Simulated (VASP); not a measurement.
Here is a VASP 6.6.1 calculation.

The input INCAR:

```
  PREC = Accurate
  ENCUT = 520
  EDIFF = 1E-6
  ISMEAR = -1
  SIGMA = 0.05
  LREAL = F
  LASPH = T
  NELM = 150
  ALGO = Normal
  ISIF = 2
  LWAVE = F
  LCHARG = F
  LMAXMIX = 4
  LDAU = T
  LDAUTYPE = 2
  LDAUL = -1 2
  LDAUU = 0 8
  LDAUJ = 0 0
  LDAUPRINT = 1
  GGA = PS
  NBANDS = 19
```

File KPOINTS:

```
regular mesh
0
Gamma
  8 8 4
```

Contents of POSCAR:

```
TiTe2
1.0
    3.7770000000      0.0000000000      0.0000000000
   -1.8885000000      3.2709779501      0.0000000000
    0.0000000000      0.0000000000      6.4980000000
Te Ti
2 1
Direct
    0.3333333333      0.6666666667      0.7372000000
    0.6666666667      0.3333333333      0.2628000000
    0.0000000000      0.0000000000      0.0000000000
```

Potentials or basis: VASP PAW PBE potentials, release 64 (Te, Ti_sv).

Launch:

```console
$ cat potpaw_PBE.64/Te/POTCAR potpaw_PBE.64/Ti_sv/POTCAR > POTCAR
$ mpirun -np 1 vasp_std > vasp.out
```

Problem. Estimate the pressure.

Solution. 3.3 GPa.

Problem. Predict the largest force.

Solution. 0.242 eV/Å.

Stress tensor (GPa, compression positive):
```
3.56 0.00 0.00
0.00 3.56 0.00
0.00 0.00 2.91
```

Caveat: the PAW data sets were made with another functional, which shifts forces and pressure a little; this functional lacks dispersion, which binds the layers, so the pressure and a relaxed spacing across them are unreliable; U without spin polarisation on a metal has little footing; the U is typed as a test and isn't derived for this compound.
